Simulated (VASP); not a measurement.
Crystal: WS2.

```xyz
6
Lattice="3.1549 0.0000 0.0000 -1.5775 2.7323 0.0000 0.0000 0.0000 14.2567" Properties=species:S:1:pos:R:3 pbc="T T T"
W     0.0000    1.8215    3.5642
W     1.5775    0.9108   10.6925
S     0.0000    1.8215    9.1383
S     1.5775    0.9108    2.0100
S     0.0000    1.8215   12.2467
S     1.5775    0.9108    5.1184
```

This cell differs from its parent crystal: volume scaled by 0.94.

| Property | Result |
| --- | --- |
| Program | VASP 6.6.1 |
| Task | relaxation of shape and atoms at fixed volume |
| Functional | PBE |
| Potentials or basis | VASP PAW PBE potentials, release 64 (W_sv, S) |
| Cutoff | 600 eV |
| k mesh | 12 × 12 × 2 |
| Occupations | gaussian, width 0.02 eV |
| Spin | no spin polarisation |

At the start: pressure 4.6 GPa; volume 20.48 Å³/atom.

Problem. Where does the relaxation end?

Solution. Over 8 steps the energy falls by 8.7 meV/atom; space group P6_3/mmc (No. 194, to 0.05 Å).

Step by step:
| step | energy change (eV) | largest force (eV/Å) | pressure (GPa) | volume (Å³) |
| --- | --- | --- | --- | --- |
| 1 | 0.0000 | 0.5817 | 4.56 | 122.89 |
| 2 | -0.0295 | 0.0217 | 1.85 | 122.89 |
| 3 | -0.0297 | 0.0273 | 2.08 | 122.89 |
| 4 | -0.0460 | 0.0226 | 1.20 | 122.89 |
| 5 | -0.0520 | 0.0185 | 0.28 | 122.89 |
| 6 | -0.0519 | 0.0183 | 0.24 | 122.89 |
| 7 | -0.0520 | 0.0159 | 0.09 | 122.89 |
| 8 | -0.0520 | 0.0010 | 0.16 | 122.89 |

Final structure:
```
W S
1.0
     3.18664    0.00000    0.00000
    -1.59332    2.75971    0.00000
     0.00000    0.00000   13.97443
W S
2 4
Cartesian
  0.0000 1.8398 3.4936
  1.5933 0.9199 10.4808
  0.0000 1.8398 8.9097
  1.5933 0.9199 1.9225
  0.0000 1.8398 12.0520
  1.5933 0.9199 5.0648
```

Caveat: the cell differs from its parent crystal (volume scaled by 0.94); this functional lacks dispersion, which binds the layers, so the pressure and a relaxed spacing across them are unreliable.
